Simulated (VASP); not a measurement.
# Ni (Im-3m) in VASP: a series of runs

Ni is run at these levels: PBEsol; tasks: single point.

Program: VASP 6.6.1. These are calculated values, not measurements. Logs are shortened: lines on timing, memory, paths and dates and some standing lists are left out, and cuts for length are marked.

## Step 1: The cell of the first run

Symmetry: Im-3m, No. 229, cubic system. The conventional cell has a = 2.188 Å, b = 2.188 Å, c = 2.188 Å, α = 90.00°, β = 90.00°, γ = 90.00°. Ni (site symmetry m-3m) has 14 Ni at 1.89 to 2.19 Å within 2.5 Å.

## Step 2: Single point, PBEsol, collinear spin, ferromagnetic start (volume scaled by 0.5)

INCAR reads:

```
ALGO     = Normal         # electronic algorithm
EDIFF    = 1E-6           # SCF threshold, eV
ENCUT    = 520            # plane-wave cutoff, eV
GGA      = PS             # functional
ISIF     = 2              # what is computed and relaxed
ISMEAR   = -1             # smearing method
ISPIN    = 2              # spin polarisation
LASPH    = T              # aspherical terms in the spheres
LCHARG   = F              # write CHGCAR
LMAXMIX  = 4              # l up to which the mixer works
LORBIT   = 11             # projections on sites
LREAL    = F              # projectors in reciprocal space
LWAVE    = F              # write WAVECAR
MAGMOM   = 1              # initial moments
NBANDS   = 15             # bands
NELM     = 150            # most SCF steps
PREC     = Accurate       # precision mode
SIGMA    = 0.08           # smearing width, eV
```

KPOINTS reads:

```
k-points
0
Gamma
  21 21 21
```

POSCAR reads:

```
Ni
1.0
   -1.0938122345      1.0938122345      1.0938122345
    1.0938122345     -1.0938122345      1.0938122345
    1.0938122345      1.0938122345     -1.0938122345
Ni
1
Direct
    0.0000000000      0.0000000000      0.0000000000
```

Potentials or basis: VASP PAW PBE potentials, release 64 (Ni).

Launch:

```sh
cat potpaw_PBE.64/Ni/POTCAR > POTCAR
mpirun -np 1 vasp_std > vasp.out
```

OUTCAR:

```text
EDIFF = 1E-6
   ENCUT = 520
   GGA = PS
   ISIF = 2
   ISMEAR = -1
   ISPIN = 2
   LASPH = T
   LORBIT = 11
   LREAL = F
   NELM = 150
   PREC = Accurate

 ion  position               nearest neighbor table
   1  0.000  0.000  0.000-

  LATTYP: Found a body centered cubic cell.
 ALAT       =     2.1876244690

  Lattice vectors:

 A1 = (  -1.0938122345,   1.0938122345,   1.0938122345)
 A2 = (   1.0938122345,  -1.0938122345,   1.0938122345)
 A3 = (   1.0938122345,   1.0938122345,  -1.0938122345)

Analysis of symmetry for initial positions (statically):
=====================================================================
 Subroutine PRICEL returns:
 Original cell was already a primitive cell.

 Routine SETGRP: Setting up the symmetry group for a
 body centered cubic supercell.

 Subroutine GETGRP returns: Found 48 space group operations
 (whereof 48 operations were pure point group operations)
 out of a pool of 48 trial point group operations.

The static configuration has the point symmetry O_h .

Analysis of symmetry for dynamics (positions and initial velocities):
=====================================================================
 Subroutine PRICEL returns:
 Original cell was already a primitive cell.

 Routine SETGRP: Setting up the symmetry group for a
 body centered cubic supercell.

 Subroutine GETGRP returns: Found 48 space group operations
 (whereof 48 operations were pure point group operations)
 out of a pool of 48 trial point group operations.

The dynamic configuration has the point symmetry O_h .

Analysis of structural, dynamic, and magnetic symmetry:
=====================================================================
 Subroutine PRICEL returns:
 Original cell was already a primitive cell.

 Routine SETGRP: Setting up the symmetry group for a
 body centered cubic supercell.

 Subroutine GETGRP returns: Found 48 space group operations
 (whereof 48 operations were pure point group operations)
 out of a pool of 48 trial point group operations.

The overall configuration has the point symmetry O_h .

 Subroutine INISYM returns: Found 48 space group operations
 (whereof 48 operations are pure point group operations),
 and found     1 'primitive' translations

----------------------------------------------------------------------------------------

                                     Primitive cell

  volume of cell :       5.2347

  direct lattice vectors                    reciprocal lattice vectors
    -1.093812235  1.093812235  1.093812235     0.000000000  0.457116847  0.457116847
     1.093812235 -1.093812235  1.093812235     0.457116847  0.000000000  0.457116847
     1.093812235  1.093812235 -1.093812235     0.457116847  0.457116847  0.000000000

  length of vectors
     1.894538364  1.894538364  1.894538364     0.646460845  0.646460845  0.646460845

  position of ions in fractional coordinates (direct lattice)
     0.000000000  0.000000000  0.000000000

  ion indices of the primitive-cell ions
   primitive index   ion index
                 1           1

----------------------------------------------------------------------------------------

 KPOINTS: k-points

Automatic generation of k-mesh.
 Grid dimensions read from file:
 generate k-points for:   21   21   21

 Generating k-lattice:

  Cartesian coordinates                     Fractional coordinates (reciprocal lattice)
     0.000000000  0.021767469  0.021767469     0.047619048  0.000000000  0.000000000
     0.021767469  0.000000000  0.021767469     0.000000000  0.047619048  0.000000000
     0.021767469  0.021767469  0.000000000     0.000000000  0.000000000  0.047619048

  Length of vectors
     0.030783850  0.030783850  0.030783850

  Shift w.r.t. Gamma in fractional coordinates (k-lattice)
     0.000000000  0.000000000  0.000000000

 Subroutine IBZKPT returns following result:
 ===========================================

 Found    286 irreducible k-points:

 Following reciprocal coordinates:
            Coordinates               Weight
  0.000000  0.000000  0.000000      1.000000
  0.047619  0.000000  0.000000     12.000000
  0.095238  0.000000  0.000000     12.000000
  0.142857  0.000000  0.000000     12.000000
  0.190476  0.000000  0.000000     12.000000
  0.238095  0.000000  0.000000     12.000000
[... 16 lines left out ...]
  0.142857  0.095238  0.000000     48.000000
  0.190476  0.095238  0.000000     48.000000
 [... further k-points ...]
   k-points           NKPTS =    286   k-points in BZ     NKDIM =    286   number of bands    NBANDS=     15
   number of dos      NEDOS =    301   number of ions     NIONS =      1
   total plane-waves  NPLWV =   2744
   dimension x,y,z NGX =    14 NGY =   14 NGZ =   14
   dimension x,y,z NGXF=    28 NGYF=   28 NGZF=   28
   ions per type =               1
   NGX,Y,Z   is equivalent  to a cutoff of  12.29, 12.29, 12.29 a.u.
   NGXF,Y,Z  is equivalent  to a cutoff of  24.57, 24.57, 24.57 a.u.
 SYSTEM =  unknown system
   PREC   = accura    normal or accurate (medium, high low for compatibility)
   ISTART =      0    job   : 0-new  1-cont  2-samecut
   ICHARG =      2    charge: 1-file 2-atom 10-const
   ISPIN  =      2    spin polarized calculation?
   LNONCOLLINEAR =      F non collinear calculations
   LSORBIT =      F    spin-orbit coupling
   LASPH  =      T    aspherical Exc in radial PAW
   ENCUT  =  520.0 eV  38.22 Ry    6.18 a.u.   3.52  3.52  3.52*2*pi/ulx,y,z
   NELM   =    150;   NELMIN=  2; NELMDL= -5     # of ELM steps
   EDIFF  = 0.1E-05   stopping-criterion for ELM
   LREAL  =      F    real-space projection
   EDIFFG = 0.1E-04   stopping-criterion for IOM
   NSW    =      0    number of steps for IOM
   IBRION =     -1    ionic relax: 0-MD 1-quasi-New 2-CG
   NFREE  =      0    steps in history (QN), initial steepest desc. (CG)
   ISIF   =      2    stress and relaxation
   ISYM   =      2    0-nonsym 1-usesym 2-fastsym
   POTIM  = 0.5000    time-step for ionic-motion
   TEBEG  =    0.0;   TEEND  =   0.0 temperature during run
   PSTRESS=    0.0 pullay stress
   NELECT =      10.0000    total number of electrons
   NUPDOWN=      -1.0000    fix difference up-down
   EMIN   =  10.00;   EMAX   =-10.00  energy-range for DOS
   EFERMI =   0.00;   METHOD = LEGACY
   ISMEAR =    -1;   SIGMA  =   0.08  broadening in eV -4-tet -1-fermi 0-gaus
   EFERMI_NEDOS =   21; number of points for ismear=-14 and -15
   IALGO  =     38    algorithm
   IMIX   =      4    mixing-type and parameters
     AMIX     =   0.40;   BMIX     =  1.00
     AMIX_MAG =   1.60;   BMIX_MAG =  1.00
  volume/ion in A,a.u.               =       5.23        35.33
  Fermi-wavevector in a.u.,A,eV,Ry     =   2.031322  3.838642 56.141286  4.126268
  Thomas-Fermi vector in A             =   3.039088
   LORBIT       =     11    0 simple, 1 ext, 2 COOP (PROOUT), +10 PAW based schemes
   GGA     = PS    functional components
   LHFCALC =     F    Hartree Fock is set to
   AEXX    =    0.0000 exact exchange contribution
   IVDW    =     0    specifies the selected vdW correction
   LEPSILON=     F    determine dielectric tensor
   LRPA    =     F    only Hartree local field effects (RPA)
 spin polarized calculation
  energy-cutoff  :      520.00
  volume of cell :        5.23
 maximum number of plane-waves:       148
 NGX is ok and might be reduce to    14
   NGX =  7   NGY =  7   NGZ =  7

 number of electron      10.0000000 magnetization       1.0000000

 number of electron       9.9999982 magnetization      -0.0336685

 number of electron       9.9999982 magnetization       0.0001064

 Free energy of the ion-electron system (eV)
  ---------------------------------------------------
  ext. energy  EPLUGINS =         0.00000000
  ---------------------------------------------------
  free energy    TOTEN  =         0.63903622 eV

  energy without entropy =        0.65339683  energy(sigma->0) =        0.64621653

 E-fermi :  24.8271     XC(G=0): -18.3804

 val. band max:       24.8056669821   @ k =  -0.3333   0.3333   0.0952
 cond. band min:      24.8402896048   @ k =   0.3333   0.0476  -0.0000
 fundamental gap:      0.0346226227
 Fermi energy:        24.8270866633

 spin component 1

 k-point     1 :       0.0000    0.0000    0.0000
  band No.  band energies     occupation
      1       9.8523      1.00000
      2      19.2973      1.00000
      3      19.2973      1.00000
      4      19.2973      1.00000
      5      22.9529      1.00000
      6      22.9529      1.00000
      7      57.8808      0.00000
      8      57.8808      0.00000
      9      57.8808      0.00000
     10      68.6699      0.00000
     11      71.2010      0.00000
     12      71.2010      0.00000
     13      80.4610      0.00000
     14      80.4610      0.00000
     15      80.4610      0.00000
[... 397 lines left out ...]
 k-point    24 :       0.1905    0.0952    0.0000
  band No.  band energies     occupation
      1      13.5773      1.00000
      2      17.8926      1.00000
      3      18.4913      1.00000
      4      22.0961      1.00000
      5      22.6687      1.00000
      6      23.4177      1.00000
      7      50.7254      0.00000
      8      53.7374      0.00000
      9      60.8468      0.00000
     10      64.5798      0.00000
     11      68.6449      0.00000
     12      70.5268      0.00000
     13      74.6186      0.00000
     14      79.9777      0.00000
     15      84.1914      0.00000

 [... further k-points ...]

 spin component 2

 k-point     1 :       0.0000    0.0000    0.0000
  band No.  band energies     occupation
      1       9.8523      1.00000
      2      19.2972      1.00000
      3      19.2972      1.00000
      4      19.2972      1.00000
      5      22.9532      1.00000
      6      22.9532      1.00000
      7      57.8807      0.00000
      8      57.8807      0.00000
      9      57.8807      0.00000
     10      68.6703      0.00000
     11      71.2009      0.00000
     12      71.2009      0.00000
     13      80.4612      0.00000
     14      80.4612      0.00000
     15      80.4612      0.00000
[... 397 lines left out ...]
 k-point    24 :       0.1905    0.0952    0.0000
  band No.  band energies     occupation
      1      13.5773      1.00000
      2      17.8926      1.00000
      3      18.4913      1.00000
      4      22.0963      1.00000
      5      22.6686      1.00000
      6      23.4179      1.00000
      7      50.7254      0.00000
      8      53.7373      0.00000
      9      60.8467      0.00000
     10      64.5799      0.00000
     11      68.6451      0.00000
     12      70.5268      0.00000
     13      74.6187      0.00000
     14      79.9776      0.00000
     15      84.1915      0.00000

 [... further k-points ...]
[... 5 lines left out ...]
  --------------------------------------------------------------------------------------
  -------------------------------------------------------------------------------------
  Total       25.7783522     25.7783522     25.7783522      0.0000000     -0.0000000      0.0000000
  in kB     7890.0074622   7890.0074622   7890.0074622      0.0000000     -0.0000000      0.0000000
  external PRESSURE =    7890.0074622 kB  Pullay stress =       0.0000000 kB

 VOLUME and BASIS-vectors are now :
 -----------------------------------------------------------------------------
  energy-cutoff  :      520.00
  volume of cell :        5.23
      direct lattice vectors                 reciprocal lattice vectors
    -1.093812235  1.093812235  1.093812235     0.000000000  0.457116847  0.457116847
     1.093812235 -1.093812235  1.093812235     0.457116847  0.000000000  0.457116847
     1.093812235  1.093812235 -1.093812235     0.457116847  0.457116847  0.000000000

 POSITION                                       TOTAL-FORCE (eV/Angst)
 -----------------------------------------------------------------------------------
      0.00000      0.00000      0.00000        -0.000000      0.000000      0.000000
 -----------------------------------------------------------------------------------
    total drift:                               -0.000000     -0.000000     -0.000000

  FREE ENERGIE OF THE ION-ELECTRON SYSTEM (eV)
  ---------------------------------------------------
  free  energy   TOTEN  =         0.6390362214 eV

  energy  without entropy=        0.6533968304  energy(sigma->0) =        0.64621653

 total charge

# of ion       s       p       d       tot
------------------------------------------
    1        0.992   1.594   9.404  11.991

 magnetization (x)

# of ion       s       p       d       tot
------------------------------------------
    1        0.000  -0.000   0.000   0.000
```

Run time: 12 s. Hardware: 1 thread of Intel Xeon 6975P-C (Granite Rapids), shared host; peak memory 0.14 GiB.

The run converged, but its numbers aren't listed here, since they failed a check.

Caveat: the PAW data sets were made with another functional, which shifts forces and pressure a little.

## Step 3: Single point, PBEsol, collinear spin, ferromagnetic start (volume scaled by 0.6)

INCAR reads:

```
SYSTEM = Ni
PREC = Accurate
ENCUT = 520
EDIFF = 1E-6
ISMEAR = -1
SIGMA = 0.08
LREAL = .FALSE.
LASPH = .TRUE.
NELM = 150
ALGO = Normal
ISIF = 2
LWAVE = .FALSE.
LCHARG = .FALSE.
ISPIN = 2
MAGMOM = 1
LORBIT = 11
LMAXMIX = 4
GGA = PS
NBANDS = 15
```

KPOINTS reads:

```
Automatic mesh
0
G
  21 21 21
  0 0 0
```

POSCAR reads:

```
Ni
1.0
   -1.1623489441      1.1623489441      1.1623489441
    1.1623489441     -1.1623489441      1.1623489441
    1.1623489441      1.1623489441     -1.1623489441
Ni
1
Direct
    0.0000000000      0.0000000000      0.0000000000
```

Potentials or basis: VASP PAW PBE potentials, release 64 (Ni).

Launch:

```sh
cat potpaw_PBE.64/Ni/POTCAR > POTCAR
mpirun -np 1 vasp_std > vasp.out
```

It took 16 s on 1 thread of Intel Xeon 6975P-C (Granite Rapids), shared host; peak memory 0.15 GiB.

The run converged. Its results:

```yaml
Free_energy: -3.0162 eV
Pressure: 380.8 GPa
Band_gap_on_the_k_mesh: zero (filled and empty bands overlap)
Net_moment: 0.00 μB per cell
```

Levels at points of the mesh, in eV from the Fermi level:
Spin up:
```csv
k point,band 3,band 4,band 5,band 6,band 7,band 8
"(0.00, 0.00, 0.00)",-4.25,-4.25,-1.37,-1.37,31.73,31.73
```
Spin down:
| k point | band 1 | band 2 | band 3 | band 4 | band 5 | band 6 | band 7 | band 8 | band 9 | band 10 |
| --- | --- | --- | --- | --- | --- | --- | --- | --- | --- | --- |
| (0.00, 0.00, 0.00) | -13.38 | -4.25 | -4.25 | -4.25 | -1.37 | -1.37 | 31.72 | 31.72 | 31.72 | 42.11 |

Caveat: the PAW data sets were made with another functional, which shifts forces and pressure a little.

## Step 4: Single point, PBEsol, collinear spin, ferromagnetic start (volume scaled by 0.7)

INCAR reads:

```
ALGO = Normal
EDIFF = 1E-6
ENCUT = 520
GGA = PS
ISIF = 2
ISMEAR = -1
ISPIN = 2
LASPH = T
LCHARG = T
LELF = T
LMAXMIX = 4
LORBIT = 11
LREAL = F
LVHAR = T
LWAVE = F
MAGMOM = 1
NBANDS = 15
NELM = 150
PREC = Accurate
SIGMA = 0.08
```

KPOINTS reads:

```
k-points
0
Gamma
  21 21 21
```

POSCAR reads:

```
Ni
1.0
   -1.2236356515      1.2236356515      1.2236356515
    1.2236356515     -1.2236356515      1.2236356515
    1.2236356515      1.2236356515     -1.2236356515
Ni
1
Direct
    0.0000000000      0.0000000000      0.0000000000
```

Launch:

```sh
cat potpaw_PBE.64/Ni/POTCAR > POTCAR
mpirun -np 1 vasp_std > vasp.out
```

Wall time 18 s (1 thread of Intel Xeon 6975P-C (Granite Rapids), shared host); peak memory 0.15 GiB.

The run converged. Its results:

```
Free energy            : -4.7885 eV
Pressure               : 183.8 GPa
Band gap on the k mesh : zero (filled and empty bands overlap)
Net moment             : 0.00 μB per cell
```

Levels at points of the mesh, in eV from the Fermi level:
Spin up:
| k point | band 1 | band 2 | band 3 | band 4 | band 5 | band 6 | band 7 | band 8 | band 9 | band 10 |
| --- | --- | --- | --- | --- | --- | --- | --- | --- | --- | --- |
| (0.00, 0.00, 0.00) | -12.00 | -3.39 | -3.39 | -3.39 | -1.05 | -1.05 | 30.39 | 30.39 | 30.39 | 38.81 |
Spin down:
| k point | band 1 | band 2 | band 3 | band 4 | band 5 | band 6 | band 7 | band 8 | band 9 | band 10 |
| --- | --- | --- | --- | --- | --- | --- | --- | --- | --- | --- |
| (0.00, 0.00, 0.00) | -12.00 | -3.39 | -3.39 | -3.39 | -1.05 | -1.05 | 30.39 | 30.39 | 30.39 | 38.81 |

Caveat: the PAW data sets were made with another functional, which shifts forces and pressure a little.
